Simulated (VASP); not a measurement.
# Au (Fm-3m) in VASP: single point with PBE

Aim: the single point of Au with PBE.

Program: VASP 6.6.1. These are calculated values, not measurements. Logs are shortened: lines on timing, memory, paths and dates and some standing lists are left out, and cuts for length are marked.

## 1. The cell of the first run

Symmetry: Fm-3m, No. 225, cubic system. The conventional cell has a = 4.070 Å, b = 4.070 Å, c = 4.070 Å, α = 90.00°, β = 90.00°, γ = 90.00°. Within 3.8 Å of Au (site symmetry m-3m) lie 12 Au at 2.88 Å.

## 2. Single point, PBE

Input file INCAR:

```
PREC = Accurate
ENCUT = 520
EDIFF = 1E-7
ISMEAR = 0
SIGMA = 0.05
LREAL = False
LASPH = True
NELM = 80
ALGO = Normal
ISIF = 2
LWAVE = False
LCHARG = True
GGA = PE
LELF = True
LVHAR = True
NBANDS = 12
```

Input file KPOINTS:

```
regular mesh
0
Gamma
  18 18 18
```

Input file POSCAR:

```
Au
1.0
    0.0000000000      2.0350000000      2.0350000000
    2.0350000000      0.0000000000      2.0350000000
    2.0350000000      2.0350000000      0.0000000000
Au
1
Direct
    0.0000000000      0.0000000000      0.0000000000
```

Potentials or basis: VASP PAW PBE potentials, release 64 (Au).

Started as:

```console
cat potpaw_PBE.64/Au/POTCAR > POTCAR
mpirun -np 1 vasp_std > vasp.out
```

OUTCAR:

```text
PREC = Accurate
   ENCUT = 520
   EDIFF = 1E-7
   ISMEAR = 0
   LREAL = False
   LASPH = True
   NELM = 80
   ISIF = 2
   GGA = PE

 ion  position               nearest neighbor table
   1  0.000  0.000  0.000-

  LATTYP: Found a face centered cubic cell.
 ALAT       =     4.0700000000

  Lattice vectors:

 A1 = (   0.0000000000,   2.0350000000,   2.0350000000)
 A2 = (   2.0350000000,   0.0000000000,   2.0350000000)
 A3 = (   2.0350000000,   2.0350000000,   0.0000000000)

Analysis of symmetry for initial positions (statically):
=====================================================================
 Subroutine PRICEL returns:
 Original cell was already a primitive cell.

 Routine SETGRP: Setting up the symmetry group for a
 face centered cubic supercell.

 Subroutine GETGRP returns: Found 48 space group operations
 (whereof 48 operations were pure point group operations)
 out of a pool of 48 trial point group operations.

The static configuration has the point symmetry O_h .

Analysis of symmetry for dynamics (positions and initial velocities):
=====================================================================
 Subroutine PRICEL returns:
 Original cell was already a primitive cell.

 Routine SETGRP: Setting up the symmetry group for a
 face centered cubic supercell.

 Subroutine GETGRP returns: Found 48 space group operations
 (whereof 48 operations were pure point group operations)
 out of a pool of 48 trial point group operations.

The dynamic configuration has the point symmetry O_h .

 Subroutine INISYM returns: Found 48 space group operations
 (whereof 48 operations are pure point group operations),
 and found     1 'primitive' translations

----------------------------------------------------------------------------------------

                                     Primitive cell

  volume of cell :      16.8548

  direct lattice vectors                    reciprocal lattice vectors
     0.000000000  2.035000000  2.035000000    -0.245700246  0.245700246  0.245700246
     2.035000000  0.000000000  2.035000000     0.245700246 -0.245700246  0.245700246
     2.035000000  2.035000000  0.000000000     0.245700246  0.245700246 -0.245700246

  length of vectors
     2.877924599  2.877924599  2.877924599     0.425565309  0.425565309  0.425565309

  position of ions in fractional coordinates (direct lattice)
     0.000000000  0.000000000  0.000000000

  ion indices of the primitive-cell ions
[... 81 lines left out ...]
   ISYM   =      2    0-nonsym 1-usesym 2-fastsym
   POTIM  = 0.5000    time-step for ionic-motion
   TEBEG  =    0.0;   TEEND  =   0.0 temperature during run
   PSTRESS=    0.0 pullay stress
   NELECT =      11.0000    total number of electrons
   NUPDOWN=      -1.0000    fix difference up-down
   EMIN   =  10.00;   EMAX   =-10.00  energy-range for DOS
   EFERMI =   0.00;   METHOD = LEGACY
   ISMEAR =     0;   SIGMA  =   0.05  broadening in eV -4-tet -1-fermi 0-gaus
   EFERMI_NEDOS =   21; number of points for ismear=-14 and -15
   IALGO  =     38    algorithm
   IMIX   =      4    mixing-type and parameters
     AMIX     =   0.40;   BMIX     =  1.00
     AMIX_MAG =   1.60;   BMIX_MAG =  1.00
  volume/ion in A,a.u.               =      16.85       113.74
  Fermi-wavevector in a.u.,A,eV,Ry     =   1.420032  2.683470 27.436005  2.016489
  Thomas-Fermi vector in A             =   2.540990
   LORBIT       =      0    0 simple, 1 ext, 2 COOP (PROOUT), +10 PAW based schemes
   GGA     = PE    functional components
   LHFCALC =     F    Hartree Fock is set to
   AEXX    =    0.0000 exact exchange contribution
   IVDW    =     0    specifies the selected vdW correction
   LEPSILON=     F    determine dielectric tensor
   LRPA    =     F    only Hartree local field effects (RPA)
 non-spin polarized calculation
 Gauss-broadening in eV      SIGMA  =   0.05
  energy-cutoff  :      520.00
  volume of cell :       16.85
 maximum number of plane-waves:       467
 NGX is ok and might be reduce to    24
   NGX = 11   NGY = 11   NGZ = 11

 number of electron      10.9999999 magnetization

 Free energy of the ion-electron system (eV)
  ---------------------------------------------------
  ext. energy  EPLUGINS =         0.00000000
  ---------------------------------------------------
  free energy    TOTEN  =        -3.18744526 eV

  energy without entropy =       -3.18696190  energy(sigma->0) =       -3.18720358

 E-fermi :   9.6445     XC(G=0): -12.7828

 val. band max:        9.6435184597   @ k =   0.5000   0.1667   0.0556
 cond. band min:       9.6502219460   @ k =   0.5000   0.2778   0.1111
 fundamental gap:      0.0067034863
 Fermi energy:         9.6445077366

 k-point     1 :       0.0000    0.0000    0.0000
  band No.  band energies     occupation
      1      -0.3134      2.00000
      2       4.9095      2.00000
      3       4.9095      2.00000
      4       4.9095      2.00000
      5       6.4543      2.00000
      6       6.4543      2.00000
      7      24.1660      0.00000
      8      28.2304      0.00000
      9      28.2304      0.00000
     10      28.2304      0.00000
     11      33.1692      0.00000
     12      37.9346      0.00000
[... 331 lines left out ...]
 k-point    24 :      -0.2222    0.0556    0.0000
  band No.  band energies     occupation
      1       1.4985      2.00000
      2       4.6368      2.00000
      3       5.2191      2.00000
      4       5.2576      2.00000
      5       6.3564      2.00000
      6       6.8484      2.00000
      7      21.3233      0.00000
      8      25.2920      0.00000
      9      28.3216      0.00000
     10      30.5483      0.00000
     11      31.2146      0.00000
     12      32.6302      0.00000

 [... further k-points ...]

------------------------ aborting loop because EDIFF is reached ----------------------------------------

  FORCE on cell =-STRESS in cart. coord.  units (eV):
  Direction    XX          YY          ZZ          XY          YZ          ZX
  --------------------------------------------------------------------------------------
  -------------------------------------------------------------------------------------
  Total        1.1169649      1.1169649      1.1169649      0.0000000     -0.0000000     -0.0000000
  in kB      106.1761243    106.1761243    106.1761243      0.0000000     -0.0000000     -0.0000000
  external PRESSURE =     106.1761243 kB  Pullay stress =       0.0000000 kB

 VOLUME and BASIS-vectors are now :
 -----------------------------------------------------------------------------
  energy-cutoff  :      520.00
  volume of cell :       16.85
      direct lattice vectors                 reciprocal lattice vectors
     0.000000000  2.035000000  2.035000000    -0.245700246  0.245700246  0.245700246
     2.035000000  0.000000000  2.035000000     0.245700246 -0.245700246  0.245700246
     2.035000000  2.035000000  0.000000000     0.245700246  0.245700246 -0.245700246

 POSITION                                       TOTAL-FORCE (eV/Angst)
 -----------------------------------------------------------------------------------
      0.00000      0.00000      0.00000        -0.000000     -0.000000     -0.000000
 -----------------------------------------------------------------------------------
    total drift:                                0.000000      0.000000     -0.000000

  FREE ENERGIE OF THE ION-ELECTRON SYSTEM (eV)
  ---------------------------------------------------
  free  energy   TOTEN  =        -3.1874452588 eV

  energy  without entropy=       -3.1869618952  energy(sigma->0) =       -3.18720358
```

OSZICAR:

```text
N       E                     dE             d eps       ncg     rms          rms(c)
DAV:   1     0.491897685956E+02    0.49190E+02   -0.55031E+03  4848   0.810E+02
DAV:   2    -0.276839886373E+01   -0.51958E+02   -0.49080E+02  5504   0.187E+02
DAV:   3    -0.345033056677E+01   -0.68193E+00   -0.68011E+00  5648   0.207E+01
DAV:   4    -0.345260354715E+01   -0.22730E-02   -0.22729E-02  5620   0.138E+00
DAV:   5    -0.345262001964E+01   -0.16472E-04   -0.16472E-04  5720   0.112E-01    0.974E+00
DAV:   6    -0.320962365779E+01    0.24300E+00   -0.62980E-01  5152   0.647E+00    0.613E+00
DAV:   7    -0.318971917265E+01    0.19904E-01   -0.70422E-02  5516   0.217E+00    0.279E+00
DAV:   8    -0.318745692674E+01    0.22622E-02   -0.21841E-03  5172   0.401E-01    0.273E-01
DAV:   9    -0.318744000861E+01    0.16918E-04   -0.13966E-05  5732   0.333E-02    0.138E-02
DAV:  10    -0.318744527927E+01   -0.52707E-05   -0.24045E-06  5568   0.146E-02    0.138E-03
DAV:  11    -0.318744525881E+01    0.20459E-07   -0.59401E-08  4724   0.186E-03
   1 F= -.31874453E+01 E0= -.31872036E+01  d E =-.483364E-03
```

stdout:

```text
POSCAR found type information on POSCAR Au
 POSCAR found :  1 types and       1 ions
 scaLAPACK will be used
 LDA part: xc-table for (Slater+PW92), standard interpolation
 POSCAR, INCAR and KPOINTS ok, starting setup
 FFT: planning ... GRIDC
 FFT: planning ... GRID_SOFT
 FFT: planning ... GRID
 WAVECAR not read
 entering main loop
```

Wall time 11 s (1 thread of Intel Xeon 6975P-C (Granite Rapids), shared host); peak memory 0.16 GiB.

Results:

- Free energy: -3.1874 eV
- Pressure: 10.6 GPa

Levels at points of the mesh, in eV from the Fermi level:
```csv
k point,band 2,band 3,band 4,band 5,band 6,band 7,band 8,band 9,band 10,band 11
"(0.00, 0.00, 0.00)",-4.74,-4.74,-4.74,-3.19,-3.19,14.52,18.59,18.59,18.59,23.52
"(0.50, 0.00, 0.00)",-4.77,-4.77,-1.97,-1.97,-0.99,3.15,13.97,17.23,17.23,25.11
"(0.50, 0.50, 0.00)",-6.83,-2.01,-1.64,-1.64,1.01,5.88,10.06,10.06,17.35,19.98
```

Caveat: spin-orbit coupling is left out, which moves the levels of the heavy elements.
